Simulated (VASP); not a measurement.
Here is a VASP 6.6.1 calculation.

File INCAR:

```
PREC = Accurate ; ENCUT = 400
EDIFF = 1E-6 ; ISMEAR = 0
SIGMA = 0.1 ; LREAL = F
LASPH = T ; NELM = 120
ALGO = Normal ; ISIF = 2
LWAVE = F ; LCHARG = F
GGA = PS ; NBANDS = 60
GGA_COMPAT = F
```

Contents of KPOINTS:

```
regular mesh
0
Gamma
  2 2 1
```

Contents of POSCAR:

```
Te7Mo4
1.0
    7.1204656236      0.0000000058      0.0000000000
   -3.5602328168      6.1665041140      0.0000000000
    0.0000000000      0.0000000000     17.5240578200
Te Mo
7 4
Direct
    0.1666666667      0.3333333333      0.1029435808
    0.1679481343      0.8339740671      0.8993465781
    0.1588206648      0.8294103324      0.1000865088
    0.6660259329      0.3320518657      0.8993465781
    0.6705896676      0.3411793352      0.1000865088
    0.6660259329      0.8339740671      0.8993465781
    0.6705896676      0.8294103324      0.1000865088
    0.0061415298      0.0122830596      0.0001144176
    0.0061415298      0.4938584702      0.0001144176
    0.5000000000      0.0000000000      0.0005584560
    0.4877169404      0.4938584702      0.0001144176
```

Potentials or basis: VASP PAW PBE potentials, release 64 (Te, Mo_sv).

The run is started by

```console
$ cat potpaw_PBE.64/Te/POTCAR potpaw_PBE.64/Mo_sv/POTCAR > POTCAR
$ mpirun -np 1 vasp_std > vasp.out
```

Question: What does it give for the pressure?

Answer: -1.7 GPa.

Question: Predict the band gap on the k mesh.

Answer: 0.27 eV.

Forces on the atoms (eV/Å):
```
Te   0.000  0.000  0.051
Te  -0.003 -0.002 -0.035
Te   0.000  0.000  0.027
Te   0.000  0.003 -0.035
Te   0.000 -0.001  0.027
Te   0.003 -0.002 -0.035
Te   0.000  0.000  0.027
Mo   0.000  0.010 -0.010
Mo   0.009 -0.005 -0.010
Mo   0.000  0.000  0.004
Mo  -0.009 -0.005 -0.010
```

Caveat: the k points lie up to 0.51 Å⁻¹ apart; the PAW data sets were made with another functional, which shifts forces and pressure a little; spin-orbit coupling is left out, which moves the levels of the heavy elements.
